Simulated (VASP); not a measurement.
## H6C17O: single point with PBEsol

H6C17O, a slab with vacuum:

```
H C O
1.0
     5.04874    0.00000    0.00000
     2.52437    4.37234    0.00000
     0.00000    0.00000   17.77643
H C O
6 17 1
Cartesian
  1.2622 0.7287 1.0000
  3.7866 0.7287 1.0000
  2.5244 2.9149 1.0000
  5.0487 2.9149 1.0000
  1.2477 2.1830 5.6424
  3.7949 2.2398 5.6891
  1.2622 0.7287 2.1000
  3.7866 0.7287 2.1000
  2.5244 2.9149 2.1000
  5.0487 2.9149 2.1000
  0.0000 1.4574 2.6153
  2.5244 1.4574 2.6153
  1.2622 3.6436 2.6153
  3.7866 3.6436 2.6153
  -0.0124 1.3345 4.1743
  2.5287 1.3366 4.1797
  1.2583 3.5678 4.2634
  3.7887 3.5720 4.1700
  0.0018 -0.1345 4.5953
  2.5221 -0.1274 4.6191
  1.2565 2.0984 4.5248
  3.7842 2.1274 4.5878
  1.5384 3.1179 6.9579
  1.5202 2.8107 8.0436
```

- Program: VASP 6.6.1
- Task: single point
- Functional: PBEsol
- Potentials or basis: VASP PAW PBE potentials, release 64 (H, C, O)
- Cutoff: 520 eV
- k mesh: 3 × 3 × 1
- Occupations: fermi-dirac, width 0.02 eV
- Spin: no spin polarisation

```yaml
Largest_force: 2.963 eV/Å
Band_gap_on_the_k_mesh: 0.38 eV, indirect (least direct gap 0.70 eV)
```

Forces in eV/Å, atoms in the order of the input:
```
H   -0.004 -0.035 -0.328
H   -0.001 -0.111 -0.279
H   -0.102 -0.020 -0.226
H    0.105 -0.025 -0.214
H    0.000 -0.476  0.142
H   -0.021 -0.390  0.174
C    0.017 -0.004  1.187
C   -0.021  0.030  1.348
C    0.119 -0.089  1.793
C   -0.115 -0.076  1.855
C   -0.219 -1.175 -1.493
C    0.172 -1.118 -1.351
C    0.049  0.426 -1.446
C   -0.022 -0.156 -1.818
C    0.102  1.204 -0.557
C    0.001  1.155 -0.683
C   -0.016 -0.077 -0.721
C    0.011 -0.235 -0.046
C    0.002  1.217 -1.229
C   -0.022  1.250 -1.001
C    0.033 -1.168  2.406
C   -0.017 -1.253  1.918
C   -0.118  2.082 -2.104
O    0.068 -0.958  2.673
```

Levels at points of the mesh, in eV from the valence-band top:
```
           k point  band 37  band 38  band 39  band 40  band 41  band 42  band 43  band 44
(0.00, 0.00, 0.00)    -2.31    -1.23    -1.12    -0.32     0.38     2.55     2.77     2.83
```

It took 4.6 min on 1 thread of Oxide Virtual Turin-like Processor, with other jobs on the host, peak memory 0.47 GiB.

Caveat: the k points lie up to 0.48 Å⁻¹ apart; the PAW data sets were made with another functional, which shifts forces and pressure a little.
